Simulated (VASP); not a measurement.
Crystal: ZnInO.

```
CELL_PARAMETERS angstrom
3.86982 0.00000 0.00000
0.00000 3.86982 0.00000
0.00000 0.00000 7.33851
ATOMIC_POSITIONS crystal
Zn 0.00000 0.00000 0.00000
Zn 0.50000 0.50000 0.00000
In 0.00000 0.50000 0.34808
In 0.50000 0.00000 0.65192
O 0.00000 0.50000 0.75864
O 0.50000 0.00000 0.24136
```

The cell was generated, and may not be a known phase.

| Property | Result |
| --- | --- |
| Program | VASP 6.6.1 |
| Task | relaxation of cell and atoms |
| Functional | PBE |
| Potentials or basis | VASP PAW PBE potentials, release 64 (Zn, In_d, O) |
| Cutoff | 600 eV |
| k mesh | 4 × 4 × 4 |
| Occupations | gaussian, width 0.1 eV |
| Spin | no spin polarisation |

At the start: pressure -6.9 GPa; volume 18.32 Å³/atom.

Problem. Where does the relaxation end?

Solution. Over 19 steps the energy falls by 419.6 meV/atom and the volume is 20.98 Å³/atom (+14.5 %); space group P4/nmm (No. 129, to 0.1 Å) before and after.

Step by step:
| step | energy change (eV) | largest force (eV/Å) | pressure (GPa) | volume (Å³) |
| --- | --- | --- | --- | --- |
| 1 | 0.0000 | 0.9434 | -6.87 | 109.90 |
| 2 | -0.3715 | 0.9960 | -0.50 | 97.87 |
| 3 | -0.3859 | 0.9842 | 1.73 | 94.69 |
| 4 | -0.5199 | 1.1022 | 2.28 | 94.44 |
| 5 | -0.9612 | 1.2086 | 4.25 | 93.66 |
| 6 | -1.5705 | 0.3239 | 11.70 | 92.07 |
| 7 | -1.6237 | 0.2687 | 11.45 | 92.67 |
| 8 | -1.7633 | 0.1641 | 10.83 | 94.48 |
| 9 | -1.9591 | 0.2684 | 10.18 | 98.18 |
| 10 | -2.1353 | 0.7122 | 9.26 | 105.85 |
| 11 | -2.3309 | 0.3693 | 5.53 | 109.62 |
| 12 | -2.4578 | 0.0661 | 0.97 | 115.63 |
| 13 | -2.4608 | 0.1309 | 0.31 | 116.69 |
| 14 | -2.4608 | 0.1441 | 0.18 | 116.91 |
| 15 | -2.4628 | 0.1398 | 0.13 | 117.11 |
| 16 | -2.4687 | 0.1293 | 0.17 | 117.70 |
| 17 | -2.4802 | 0.1088 | 0.10 | 118.87 |
| 18 | -2.5000 | 0.0812 | 0.04 | 121.21 |
| 19 | -2.5176 | 0.0390 | -0.02 | 125.86 |

Final structure:
```
CELL_PARAMETERS angstrom
3.85990 0.00000 0.00000
0.00000 3.85990 0.00000
0.00000 0.00000 8.44768
ATOMIC_POSITIONS crystal
Zn 0.00000 0.00000 0.00000
Zn 0.50000 0.50000 0.00000
In 0.00000 0.50000 0.37593
In 0.50000 0.00000 0.62407
O 0.00000 0.50000 0.92557
O 0.50000 0.00000 0.07443
```

Caveat: the k points lie up to 0.41 Å⁻¹ apart in the final cell, too coarse for converged energies and pressures of a metal; a cell axis changed by over 15 % at a fixed basis, so the end point is rough.
